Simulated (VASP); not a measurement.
Set up this calculation in VASP 6.6.1, as the native input.

```yaml
Task: single point
Functional: PBE0
Potentials_or_basis: VASP PAW PBE potentials, release 64 (Ir)
Cutoff: 520 eV
k_mesh: 6 × 6 × 6
Occupations: fermi-dirac, width 0.05 eV
Spin: no spin polarisation
Dipole_correction: no
Grid_for_exact_exchange_PRECFOCK: Normal
Further_INCAR_settings: ALGO = Normal; EDIFF = 1e-07; NBANDS = 10
Share_of_exact_exchange: 0.25
```

Crystal: Ir.

```
Ir
1.0
     0.00000    1.91560    1.91560
     1.91560    0.00000    1.91560
     1.91560    1.91560    0.00000
Ir
1
Direct
  0.00000 0.00000 0.00000
```

These files were run (other wordings do the same):

POSCAR

```
Ir
1.0
    0.0000000000      1.9156000000      1.9156000000
    1.9156000000      0.0000000000      1.9156000000
    1.9156000000      1.9156000000      0.0000000000
Ir
1
Direct
    0.0000000000      0.0000000000      0.0000000000
```

INCAR.step1

```
  ALGO = Normal
  EDIFF = 1E-5
  ENCUT = 520
  GGA = PE
  ISIF = 2
  ISMEAR = -1
  LASPH = True
  LCHARG = False
  LREAL = False
  LWAVE = True
  NBANDS = 10
  NELM = 60
  PREC = Accurate
  SIGMA = 0.05
```

INCAR.step2

```
  AEXX = 0.25
  ALGO = Normal
  EDIFF = 1E-7
  ENCUT = 520
  GGA = PE
  ISIF = 2
  ISMEAR = -1
  ISTART = 1
  LASPH = True
  LCHARG = False
  LHFCALC = True
  LREAL = False
  LWAVE = False
  NBANDS = 10
  NELM = 60
  PREC = Accurate
  PRECFOCK = Normal
  SIGMA = 0.05
```

KPOINTS

```
k-points
0
Gamma
  6 6 6
```

Potentials or basis: VASP PAW PBE potentials, release 64 (Ir).

Command:

```bash
$ cat potpaw_PBE.64/Ir/POTCAR > POTCAR
$ cp INCAR.step1 INCAR
$ mpirun -np 1 vasp_std > vasp.out
$ cp INCAR.step2 INCAR
$ mpirun -np 1 vasp_std > vasp.out
```

It gave:

- Pressure: 0.7 GPa
- Band gap on the k mesh: zero (an odd number of electrons rules out a gap without spin polarisation)

Caveat: the k points lie up to 0.47 Å⁻¹ apart, too coarse for converged energies and pressures of a metal; the PAW data sets were made with another functional, which shifts forces and pressure a little; spin-orbit coupling is left out, which moves the levels of the heavy elements.

Run time: 6.4 min on 1 thread of Intel(R) Xeon(R) Platinum 8259CL CPU @ 2.50GHz (Skylake/Cascade Lake) (shared host), peak memory 0.15 GiB.
